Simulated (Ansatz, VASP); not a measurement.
**Two plane-wave programs on MgO2**

```
CELL_PARAMETERS angstrom
1.72512 0.99600 3.49398
-1.72512 0.99600 3.49398
0.00000 -1.99199 3.49398
ATOMIC_POSITIONS crystal
Mg 0.00000 0.00000 0.00000
O 0.42879 0.42879 0.42879
O 0.57121 0.57121 0.57121
```

Change from the starting cell: strain +0.0750 x Voigt [1, 1, 0, 0, 0, 0], atoms carried along.

Alike in both runs: task single point; functional r2SCAN; k mesh 12 × 12 × 12; occupations gaussian, width 0.05 eV; no spin polarisation.

```csv
,VASP,Ansatz
version,VASP 6.6.1,Ansatz 0.2.0
potentials or method,"VASP PAW PBE potentials, release 64 (Mg, O), cutoff 520 eV","scalar-relativistic, plane waves, PAW"
valence electrons in the cell,14,22
```

```csv
,VASP,Ansatz,Ansatz less VASP
gap on the k mesh at the Fermi level (eV),2.99,3.03,+0.033
least direct gap on the mesh (eV),3.01,3.04,+0.034
pressure (GPa),-15.5,-15.3,+0.24
"traceless stress, the component that is largest in VASP (GPa)",9.59,8.28,-1.312
rms of the force components (eV/Å),0.350,0.226,-0.1246
```

VASP's potentials were made for PBE, not for r2SCAN. Atom by atom the forces differ by 0.125 eV/Å (rms over components). VASP's potentials hold 14 valence electrons a cell and Ansatz's 22, so a difference there can come from the potentials and not from the codes.
